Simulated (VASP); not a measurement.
Os:

```
CELL_PARAMETERS angstrom
2.77008 0.00000 0.00000
-1.38504 2.39896 0.00000
0.00000 0.00000 4.37654
ATOMIC_POSITIONS crystal
Os 0.66667 0.33333 0.75000
Os 0.33333 0.66667 0.25000
```

Base run:

```yaml
Program: VASP 6.6.1
Functional: PBEsol
Potentials_or_basis: VASP PAW PBE potentials, release 64 (Os)
Cutoff: 520 eV
k_mesh: 11 × 11 × 6
Occupations: fermi-dirac, width 0.05 eV
Spin: no spin polarisation
```

Its results: band gap on the k mesh zero (bands 8 and 9 overlap by 3.66 eV); pressure -17.6 GPa.

Task: The run is repeated on the same cell with these changes: functional from PBEsol to RPBE; dispersion from none to D4. What comes out?

Result: Band gap on the k mesh zero (bands 8 and 9 overlap by 3.65 eV); pressure -16.2 GPa.

Several settings changed at once.

Caveats: the cell stands under tension; the PAW data sets were made with another functional, which shifts forces and pressure a little; spin-orbit coupling is left out, which moves the levels of the heavy elements; the dispersion term is far too large for a dense solid, which distorts pressure and volume (at least some runs).
